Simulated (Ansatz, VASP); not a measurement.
**FeNi3 in VASP and in Ansatz**

INCAR

```
PREC = Accurate
ENCUT = 520
EDIFF = 1E-6
ISMEAR = -1
SIGMA = 0.05
LREAL = F
LASPH = T
NELM = 150
ALGO = Normal
ISIF = 2
LWAVE = F
LCHARG = F
ISPIN = 2
MAGMOM = 2.8 0.7 0.7 0.7
LORBIT = 11
LMAXMIX = 4
GGA = PS
NBANDS = 31
```

The input KPOINTS:

```
regular mesh
0
Gamma
  10 10 10
```

File POSCAR:

```
FeNi3
1.0
    3.4880554672      0.0000000000      0.0000000000
    0.0000000000      3.4880554672      0.0000000000
    0.0000000000      0.0000000000      3.4880554672
Fe Ni
1 3
Direct
    0.0000000000      0.0000000000      0.0000000000
    0.0000000000      0.5000000000      0.5000000000
    0.5000000000      0.0000000000      0.5000000000
    0.5000000000      0.5000000000      0.0000000000
```

Input for Ansatz:

```yaml
crystal:
  lattice:
    - [3.48805546715, 0.0, 0.0]
    - [0.0, 3.48805546715, 0.0]
    - [0.0, 0.0, 3.48805546715]
  atoms:
    - { symbol: Fe, position: [0.0, 0.0, 0.0], spin: 2.8 }
    - { symbol: Ni, position: [0.0, 0.5, 0.5], spin: 0.7 }
    - { symbol: Ni, position: [0.5, 0.0, 0.5], spin: 0.7 }
    - { symbol: Ni, position: [0.5, 0.5, 0.0], spin: 0.7 }
magnetization:
  spin_polarized: true
kpoints:
  mp_grid: { grid: [10, 10, 10] }
scf:
  occupations: { method: fermi_dirac, width: 0.05 }
hamiltonian:
  xc: pbesol
  pseudopotentials: { kind: paw }
output:
  forces: true
  stress: true
  eigenvalues: true
  eigenstates:
    nscf_kmesh: { grid: [12, 12, 12] }
    de_dk: true
    e_range: [-14, 14]
  optics:
    e_range: [0, 25]
    de: 0.2
    sigma: 0.25
    bands: { spectra_wanted_up_to: 25 }
    nscf_kmesh: { grid: [12, 12, 12] }
    drude_damping: 0.1
checkpoint:
  write: ck
  write_wavefunctions: false
```

Alike in both runs: task single point; functional PBEsol; k mesh 10 × 10 × 10; occupations fermi-dirac, width 0.05 eV; collinear spin.

```csv
,VASP,Ansatz
version,VASP 6.6.1,Ansatz 0.2.0
potentials or method,"VASP PAW PBE potentials, release 64 (Fe, Ni)","PAW with Ansatz's default frozen-core files, scalar-relativistic"
plane-wave cutoff (eV),520,420
valence electrons in the cell,38,70
```

```csv
,VASP,Ansatz,Ansatz less VASP
pressure (GPa),-0.1,0.0,+0.11
net moment per atom (μB),1.17,1.18,+0.007
size of the moment on the site where the two differ most (μB),0.62,0.67,+0.053
```

VASP's potentials were made for PBE, not for PBEsol. Site moments also hang on the region over which each program counts them. VASP's potentials hold 38 valence electrons a cell and Ansatz's 70, so a difference there can come from the potentials and not from the codes. Ansatz's warnings: optics on partly filled bands.
